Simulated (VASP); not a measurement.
# TiO2 (P1) in VASP: further runs

Runs on TiO2. Level: PBE. Tasks: single point.

Everything below comes from runs of VASP 6.6.1. Logs are shortened: lines on timing, memory, paths and dates and some standing lists are left out, and cuts for length are marked.

### Step 1. The cell of the first run

The typed cell holds 12 atoms: a = 6.743 Å, b = 6.743 Å, c = 6.743 Å, α = 94.93°, β = 94.93°, γ = 145.89°.

### Step 2. Single point, PBE

INCAR

```
ALGO     = Normal         # electronic algorithm
EDIFF    = 1E-7           # SCF threshold, eV
ENCUT    = 520            # plane-wave cutoff, eV
GGA      = PE             # functional
ISIF     = 2              # what is computed and relaxed
ISMEAR   = -1             # smearing method
LASPH    = T              # aspherical terms in the spheres
LCHARG   = F              # write CHGCAR
LREAL    = F              # projectors in reciprocal space
LWAVE    = F              # write WAVECAR
NBANDS   = 60             # bands
NELM     = 100            # most SCF steps
PREC     = Accurate       # precision mode
SIGMA    = 0.24           # smearing width, eV
```

KPOINTS

```
k-points
0
Gamma
  3 3 2
```

POSCAR

```
TiO2
1.0
   -4.5582430000      4.5582430000      1.9775720000
    4.5582430000     -4.5582430000      1.9775720000
    4.5582430000      4.5582430000     -1.9775720000
Ti O
4 8
Direct
    0.3225498041      0.0638975120      0.2917352146
    0.0261956780      0.7553143318      0.7324093955
    0.9579595196      0.2554629655      0.2879947383
    0.7493125534      1.0396985639      0.7371151560
    0.4680638586      0.1616629054      0.6564261712
    0.1711566458      0.8879350186     -0.0049909581
    0.0622280262      0.3684754114      0.6280161018
    0.1648674027      0.1756061895      0.3382992087
    0.8764197006      0.8933231434      0.6852311296
    0.7840402316      0.4255907150      0.3709762731
    0.7352214797      0.0747915729      1.0138994345
    0.4466638203      0.7964367481      0.3410853700
```

Potentials or basis: VASP PAW PBE potentials, release 64 (Ti_sv, O).

The run is started by

```console
$ cat potpaw_PBE.64/Ti_sv/POTCAR potpaw_PBE.64/O/POTCAR > POTCAR
$ mpirun -np 1 vasp_std > vasp.out
```

OUTCAR:

```text
EDIFF = 1E-7
   ENCUT = 520
   GGA = PE
   ISIF = 2
   ISMEAR = -1
   LASPH = T
   LREAL = F
   NELM = 100
   PREC = Accurate

 ion  position               nearest neighbor table
   1  0.323  0.064  0.292-  10 1.69   8 1.77   6 1.92   5 2.38
   2  0.026  0.755  0.732-   6 1.69   9 1.88   5 1.91   5 2.20  10 2.43
   3  0.958  0.255  0.288-  11 1.81   8 1.88  12 1.99  12 2.08   7 2.21  10 2.29
   4  0.749  0.040  0.737-   7 1.65   9 1.80  11 1.88
   5  0.468  0.162  0.656-   2 1.91   2 2.20   1 2.38
   6  0.171  0.888  0.995-   2 1.69   1 1.92
   7  0.062  0.368  0.628-   4 1.65   3 2.21
   8  0.165  0.176  0.338-   1 1.77   3 1.88
   9  0.876  0.893  0.685-   4 1.80   2 1.88
  10  0.784  0.426  0.371-   1 1.69   3 2.29   2 2.43
  11  0.735  0.075  0.014-   3 1.81   4 1.88
  12  0.447  0.796  0.341-   3 1.99   3 2.08

  LATTYP: Found a body centered tetragonal cell.
 ALAT       =     9.1164860000
 C/A-ratio  =     0.4338452338

  Lattice vectors:

 A1 = (  -4.5582430000,   4.5582430000,   1.9775720000)
 A2 = (   4.5582430000,  -4.5582430000,   1.9775720000)
 A3 = (   4.5582430000,   4.5582430000,  -1.9775720000)

Analysis of symmetry for initial positions (statically):
=====================================================================
 Subroutine PRICEL returns:
 Original cell was already a primitive cell.

 Routine SETGRP: Setting up the symmetry group for a
 body centered tetragonal supercell.

 Subroutine GETGRP returns: Found  1 space group operations
 (whereof  1 operations were pure point group operations)
 out of a pool of 16 trial point group operations.

The static configuration has the point symmetry C_1 .

Analysis of symmetry for dynamics (positions and initial velocities):
=====================================================================
 Subroutine PRICEL returns:
 Original cell was already a primitive cell.

 Routine SETGRP: Setting up the symmetry group for a
 body centered tetragonal supercell.

 Subroutine GETGRP returns: Found  1 space group operations
 (whereof  1 operations were pure point group operations)
 out of a pool of 16 trial point group operations.

The dynamic configuration has the point symmetry C_1 .

 Subroutine INISYM returns: Found  1 space group operations
 (whereof  1 operations are pure point group operations),
 and found     1 'primitive' translations

----------------------------------------------------------------------------------------

                                     Primitive cell

  volume of cell :     164.3566

  direct lattice vectors                    reciprocal lattice vectors
    -4.558243000  4.558243000  1.977572000     0.000000000  0.109691388  0.252835295
     4.558243000 -4.558243000  1.977572000     0.109691388  0.000000000  0.252835295
     4.558243000  4.558243000 -1.977572000     0.109691388  0.109691388  0.000000000

  length of vectors
     6.742844319  6.742844319  6.742844319     0.275604584  0.275604584  0.155127048

  position of ions in fractional coordinates (direct lattice)
     0.322549804  0.063897512  0.291735215
     0.026195678  0.755314332  0.732409395
     0.957959520  0.255462966  0.287994738
     0.749312553  0.039698564  0.737115156
     0.468063859  0.161662905  0.656426171
     0.171156646  0.887935019  0.995009042
     0.062228026  0.368475411  0.628016102
     0.164867403  0.175606190  0.338299209
     0.876419701  0.893323143  0.685231130
     0.784040232  0.425590715  0.370976273
     0.735221480  0.074791573  0.013899434
     0.446663820  0.796436748  0.341085370

  ion indices of the primitive-cell ions
   primitive index   ion index
                 1           1
                 2           2
[... 39 lines left out ...]
|           W    W  A    A  R    R  N    N  II  N    N   GGGG   !!!           |
|                                                                             |
|     Your reciprocal lattice and k-lattice belong to different lattice       |
|     classes:                                                                |
|                                                                             |
|        The reciprocal lattice is body-centered tetragonal,                  |
|        whereas your k-lattice is base-centered monoclinic.                  |
|                                                                             |
|     Results are often still useful ...                                      |
|                                                                             |
 -----------------------------------------------------------------------------

 WARNING: IBZKPT: internal override: KBLOWUP is changed to .FALSE.
      ... skipping the blow-up phase ...

 Subroutine IBZKPT returns following result:
 ===========================================

 Found     10 irreducible k-points:

 Following reciprocal coordinates:
            Coordinates               Weight
  0.000000  0.000000  0.000000      1.000000
  0.333333  0.000000  0.000000      2.000000
  0.000000  0.333333  0.000000      2.000000
  0.333333  0.333333 -0.000000      2.000000
 -0.333333  0.333333  0.000000      2.000000
  0.000000  0.000000  0.500000      1.000000
  0.333333  0.000000  0.500000      2.000000
  0.000000  0.333333  0.500000      2.000000
  0.333333  0.333333  0.500000      2.000000
 -0.333333  0.333333  0.500000      2.000000
   k-points           NKPTS =     10   k-points in BZ     NKDIM =     10   number of bands    NBANDS=     60
   number of dos      NEDOS =    301   number of ions     NIONS =     12
   total plane-waves  NPLWV = 125000
   dimension x,y,z NGX =    50 NGY =   50 NGZ =   50
   dimension x,y,z NGXF=   100 NGYF=  100 NGZF=  100
   ions per type =               4   8
   NGX,Y,Z   is equivalent  to a cutoff of  12.33, 12.33, 12.33 a.u.
   NGXF,Y,Z  is equivalent  to a cutoff of  24.66, 24.66, 24.66 a.u.
 SYSTEM =  unknown system
   PREC   = accura    normal or accurate (medium, high low for compatibility)
   ISTART =      0    job   : 0-new  1-cont  2-samecut
   ICHARG =      2    charge: 1-file 2-atom 10-const
   ISPIN  =      1    spin polarized calculation?
   LNONCOLLINEAR =      F non collinear calculations
   LSORBIT =      F    spin-orbit coupling
   LASPH  =      T    aspherical Exc in radial PAW
   ENCUT  =  520.0 eV  38.22 Ry    6.18 a.u.  12.54 12.54 12.54*2*pi/ulx,y,z
   NELM   =    100;   NELMIN=  2; NELMDL= -5     # of ELM steps
   EDIFF  = 0.1E-06   stopping-criterion for ELM
   LREAL  =      F    real-space projection
   EDIFFG = 0.1E-05   stopping-criterion for IOM
   NSW    =      0    number of steps for IOM
   IBRION =     -1    ionic relax: 0-MD 1-quasi-New 2-CG
   NFREE  =      0    steps in history (QN), initial steepest desc. (CG)
   ISIF   =      2    stress and relaxation
   ISYM   =      2    0-nonsym 1-usesym 2-fastsym
   POTIM  = 0.5000    time-step for ionic-motion
   TEBEG  =    0.0;   TEEND  =   0.0 temperature during run
   PSTRESS=    0.0 pullay stress
   NELECT =      96.0000    total number of electrons
   NUPDOWN=      -1.0000    fix difference up-down
   EMIN   =  10.00;   EMAX   =-10.00  energy-range for DOS
   EFERMI =   0.00;   METHOD = LEGACY
   ISMEAR =    -1;   SIGMA  =   0.24  broadening in eV -4-tet -1-fermi 0-gaus
   EFERMI_NEDOS =   21; number of points for ismear=-14 and -15
   IALGO  =     38    algorithm
   IMIX   =      4    mixing-type and parameters
     AMIX     =   0.40;   BMIX     =  1.00
     AMIX_MAG =   1.60;   BMIX_MAG =  1.00
  volume/ion in A,a.u.               =      13.70        92.43
  Fermi-wavevector in a.u.,A,eV,Ry     =   1.368473  2.586039 25.479872  1.872718
  Thomas-Fermi vector in A             =   2.494434
   LORBIT       =      0    0 simple, 1 ext, 2 COOP (PROOUT), +10 PAW based schemes
   GGA     = PE    functional components
   LHFCALC =     F    Hartree Fock is set to
   AEXX    =    0.0000 exact exchange contribution
   IVDW    =     0    specifies the selected vdW correction
   LEPSILON=     F    determine dielectric tensor
   LRPA    =     F    only Hartree local field effects (RPA)
 non-spin polarized calculation
  energy-cutoff  :      520.00
  volume of cell :      164.36
 maximum number of plane-waves:      4451
 NGX is ok and might be reduce to    50
   NGX = 25   NGY = 25   NGZ = 25

 number of electron      96.0000006 magnetization

 Free energy of the ion-electron system (eV)
  ---------------------------------------------------
  ext. energy  EPLUGINS =         0.00000000
  ---------------------------------------------------
  free energy    TOTEN  =      -103.79679212 eV

  energy without entropy =     -103.75900897  energy(sigma->0) =     -103.77790054

 E-fermi :   3.2169     XC(G=0):  -9.6931

 val. band max:        1.9641393012   @ k =   0.3333   0.3333   0.5000
 cond. band min:       4.4665178575   @ k =   0.0000   0.0000   0.5000
 fundamental gap:      2.5023785562
 Fermi energy:         3.2169383197

 k-point     1 :       0.0000    0.0000    0.0000
  band No.  band energies     occupation
      1     -54.5254      2.00000
      2     -54.4064      2.00000
      3     -54.3895      2.00000
      4     -54.2125      2.00000
      5     -30.9403      2.00000
      6     -30.8933      2.00000
[... 619 lines left out ...]
     59       6.3931      0.00000
     60       6.5196      0.00000

------------------------ aborting loop because EDIFF is reached ----------------------------------------

  FORCE on cell =-STRESS in cart. coord.  units (eV):
  Direction    XX          YY          ZZ          XY          YZ          ZX
  --------------------------------------------------------------------------------------
  -------------------------------------------------------------------------------------
  Total       -3.3998816     -2.6867538     -1.3568605      1.3754353     -1.3635685     -1.7453587
  in kB      -33.1426428    -26.1909472    -13.2269145     13.4079851    -13.2923053    -17.0140630
  external PRESSURE =     -24.1868348 kB  Pullay stress =       0.0000000 kB

 VOLUME and BASIS-vectors are now :
 -----------------------------------------------------------------------------
  energy-cutoff  :      520.00
  volume of cell :      164.36
      direct lattice vectors                 reciprocal lattice vectors
    -4.558243000  4.558243000  1.977572000     0.000000000  0.109691388  0.252835295
     4.558243000 -4.558243000  1.977572000     0.109691388  0.000000000  0.252835295
     4.558243000  4.558243000 -1.977572000     0.109691388  0.109691388  0.000000000

 POSITION                                       TOTAL-FORCE (eV/Angst)
 -----------------------------------------------------------------------------------
      0.15080      2.50880      0.18730        -0.210866      0.896652     -3.140445
      6.66200      0.01500      0.09710        -0.776358     -3.524034     -0.115164
     -1.88940      4.51490      1.83010         0.969284      0.720002      0.238216
      0.12536      6.59454      0.10263        -1.148462     -0.040421     -4.198728
      1.59550      4.38880     -0.05280        -0.582897      1.001357     -0.301501
      7.80274      1.26824      0.12673         1.437626      1.749965     -0.314201
      4.25860      1.46670     -0.39020         1.499054     -1.584844      5.191099
      1.59100      1.49310      0.00430        -0.188476     -1.035715      0.020530
      3.20050      3.04640      2.14470        -0.513449      1.797713     -1.331664
      0.05710      3.32490      1.65850        -0.171311      0.134330      3.758701
     -2.94704      3.07376      1.57437        -0.347764      0.164308      1.031975
      3.14910     -0.03960      1.78380         0.033620     -0.279313     -0.838817
 -----------------------------------------------------------------------------------
    total drift:                                0.000840     -0.000335      0.000175

  FREE ENERGIE OF THE ION-ELECTRON SYSTEM (eV)
  ---------------------------------------------------
  free  energy   TOTEN  =      -103.7967921219 eV

  energy  without entropy=     -103.7590089677  energy(sigma->0) =     -103.77790054
```

It took 2.5 min on 1 thread of Intel Xeon Platinum 8488C (Sapphire Rapids), shared host; peak memory 0.36 GiB.

Results:

```yaml
Free_energy: -103.7968 eV
Pressure: -2.4 GPa
Largest_force: 5.631 eV/Å
Band_gap_on_the_k_mesh: 2.50 eV (least direct gap 2.72 eV)
```

Forces on the atoms (eV/Å):
```
Ti  -0.211  0.897 -3.140
Ti  -0.776 -3.524 -0.115
Ti   0.969  0.720  0.238
Ti  -1.148 -0.040 -4.199
O   -0.583  1.001 -0.302
O    1.438  1.750 -0.314
O    1.499 -1.585  5.191
O   -0.188 -1.036  0.021
O   -0.513  1.798 -1.332
O   -0.171  0.134  3.759
O   -0.348  0.164  1.032
O    0.034 -0.279 -0.839
```

Stress tensor (GPa, compression positive):
```
-3.31  1.34 -1.70
 1.34 -2.62 -1.33
-1.70 -1.33 -1.32
```

Levels at points of the mesh, in eV from the valence-band top:
| k point | band 46 | band 47 | band 48 | band 49 | band 50 | band 51 |
| --- | --- | --- | --- | --- | --- | --- |
| (0.00, 0.00, 0.00) | -0.74 | -0.70 | -0.40 | 2.51 | 2.81 | 2.89 |
| (0.00, 0.00, 0.50) | -0.77 | -0.65 | -0.62 | 2.50 | 2.70 | 2.94 |

Caveat: the k points lie up to 0.58 Å⁻¹ apart; an odd mesh through Γ misses points on the zone boundary, where band edges can lie; forces of over 1 eV/Å act on the atoms, so gaps and moduli don't describe the material at rest.

(Part 1 of 2 ends here.)
